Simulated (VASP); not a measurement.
A run of VASP 6.6.1 is set up as follows.

The input POSCAR:

```
AlRu
1.0
    2.9916000000      0.0000000000      0.0000000000
    0.0000000000      2.9916000000      0.0000000000
    0.0000000000      0.0000000000      2.9916000000
Ru Al
1 1
Direct
    0.5000000000      0.5000000000      0.5000000000
    0.0000000000      0.0000000000      0.0000000000
```

The input INCAR.step1:

```
SYSTEM = AlRu
PREC = Accurate ; ENCUT = 520
ISMEAR = 0 ; SIGMA = 0.1
LREAL = .False. ; LASPH = .True.
NELM = 100 ; NBANDS = 16
GGA = PE ; ALGO = Normal
EDIFF = 1E-4 ; LWAVE = .True.
LCHARG = .False.
```

INCAR.step2

```
SYSTEM = AlRu
PREC = Accurate ; ENCUT = 520
EDIFF = 1E-6 ; ISMEAR = 0
SIGMA = 0.1 ; LREAL = .False.
LASPH = .True. ; NELM = 100
ALGO = Normal ; ISIF = 2
LWAVE = .False. ; LCHARG = .False.
METAGGA = R2SCAN ; LMIXTAU = .True.
NBANDS = 16 ; ISTART = 1
```

File KPOINTS:

```
regular mesh
0
Gamma
  8 8 8
  0 0 0
```

Potentials or basis: VASP PAW PBE potentials, release 64 (Ru_pv, Al).

Command:

```console
$ cat potpaw_PBE.64/Ru_pv/POTCAR potpaw_PBE.64/Al/POTCAR > POTCAR
$ cp INCAR.step1 INCAR
$ mpirun -np 1 vasp_std > vasp.out
$ cp INCAR.step2 INCAR
$ mpirun -np 1 vasp_std > vasp.out
```

(1) Estimate the band gap on the k mesh.

(2) Predict the pressure.

Results:

(1) zero (an odd number of electrons rules out a gap without spin polarisation).

(2) -1.5 GPa.

Caveat: the PAW data sets were made with another functional, which shifts forces and pressure a little.
